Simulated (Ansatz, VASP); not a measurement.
**Ge: VASP beside Ansatz**

File INCAR:

```
ALGO = Normal ; EDIFF = 1E-7
ENCUT = 520 ; GGA = PS
ISIF = 2 ; ISMEAR = 0
LASPH = True ; LCHARG = True
LELF = True ; LREAL = False
LVHAR = True ; LWAVE = False
NBANDS = 13 ; NELM = 60
PREC = Accurate ; SIGMA = 0.15
```

File KPOINTS:

```
k-points
0
Gamma
  20 20 18
```

POSCAR

```
Ge
1.0
    1.3272915500     -2.4704902000      0.0000000000
    1.3272915500      2.4704902000      0.0000000000
    0.0000000000      0.0000000000      2.6982310000
Ge
1
Direct
    0.5000000000      0.5000000000      0.0000000000
```

Input for Ansatz:

```yaml
crystal:
  lattice:
    - [1.32729155, -2.4704902, 0.0]
    - [1.32729155, 2.4704902, 0.0]
    - [0.0, 0.0, 2.698231]
  atoms:
    - { symbol: Ge, position: [0.5, 0.5, 0.0] }
basis:
  ecutwfc: 420
kpoints:
  mp_grid: { grid: [20, 20, 18] }
hamiltonian:
  xc: pbesol
scf:
  occupations: { method: gaussian, width: 0.15 }
output:
  forces: true
  stress: true
  eigenvalues: true
```

Change from the starting cell: strain -0.050 along x and y, +0.000 along z, atoms carried along.

Alike in both runs: task single point; functional PBEsol; k mesh 20 × 20 × 18; occupations gaussian, width 0.15 eV; no spin polarisation.

|  | VASP | Ansatz |
| --- | --- | --- |
| version | VASP 6.6.1 | Ansatz 0.2.0 |
| potentials or method | VASP PAW PBE potentials, release 64 (Ge_d), cutoff 520 eV | scalar-relativistic, plane waves, PAW |
| valence electrons in the cell | 14 | 14 |

```tsv
	VASP	Ansatz	Ansatz less VASP
gap on the k mesh at the Fermi level (eV)	none	none	-
pressure (GPa)	4.0	4.0	-0.02
traceless stress, the component that is largest in VASP (GPa)	-6.97	-6.94	+0.021
```

VASP's potentials were made for PBE, not for PBEsol. A gap of «none» marks a metal or a gap that the smearing closes. The functional is the same, so the differences come from potentials, cutoffs and numerics.
